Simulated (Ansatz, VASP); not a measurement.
Given: the input of a run of Ansatz 0.2.0 on I.

File input.yaml:

```yaml
crystal:
  lattice:
    - [0.0, 2.3656004428, 3.9098401324]
    - [2.1922454667, 0.0, 3.9098401324]
    - [2.1922454667, 2.3656004428, 0.0]
  atoms:
    - { symbol: I, position: [0.0, 0.0, 0.0] }
hamiltonian:
  xc: pbe
  pseudopotentials: { kind: paw }
  dispersion: d3bj
kpoints:
  mp_grid: { grid: [9, 9, 9] }
scf:
  occupations: { method: fermi_dirac, width: 0.05 }
output:
  forces: true
  stress: true
relax:
  f_tol: 0.01
  max_steps: 40
  cell: { stress_tol: 0.05 }
```

Potentials or basis: Ansatz PAW.

Command:

```sh
$ ansatz run input.yaml --threads 2 --pin off --max-ram 5632MiB --backend cpu --events-out ev --progress --plain --runs-dir out
```

Task: Set up the same calculation for VASP 6.6.1. Potentials there: VASP PAW PBE potentials, release 64 (I).

Result: As run (the cutoff follows the program's own potentials):

File INCAR:

```
SYSTEM = I
  PREC = Accurate
  ENCUT = 600
  EDIFF = 1E-6
  ISMEAR = -1
  SIGMA = 0.05
  LREAL = .False.
  LASPH = .True.
  NELM = 80
  ALGO = Normal
  ISIF = 3
  LWAVE = .False.
  LCHARG = .False.
  GGA = PE
  IVDW = 12
  IBRION = 2
  NSW = 60
  EDIFFG = -0.01
```

File KPOINTS:

```
regular mesh
0
Gamma
  9 9 9
  0 0 0
```

Contents of POSCAR:

```
I
1.0
    0.0000000000      2.3656004428      3.9098401324
    2.1922454667      0.0000000000      3.9098401324
    2.1922454667      2.3656004428      0.0000000000
I
1
Direct
    0.0000000000      0.0000000000      0.0000000000
```

Potentials or basis: VASP PAW PBE potentials, release 64 (I).

The run is started by

```console
$ cat potpaw_PBE.64/I/POTCAR > POTCAR
$ mpirun -np 1 vasp_std > vasp.out
```

Both were run:

|  | VASP | Ansatz | Ansatz less VASP |
| --- | --- | --- | --- |
| relaxed volume (Å³/atom) | 37.41 | 37.43 | +0.012 |
| relaxed length of the cell vector where the two differ most in proportion (Å) | 4.287 | 4.285 | -0.0017 |

VASP's potentials hold 7 valence electrons a cell and Ansatz's 17, so a difference there can come from the potentials and not from the codes.

Neither program's run includes spin-orbit coupling. Noted on Ansatz's run: the plane-wave basis is chosen anew once the cell has moved, so the energies of steps on either side of that aren't comparable.
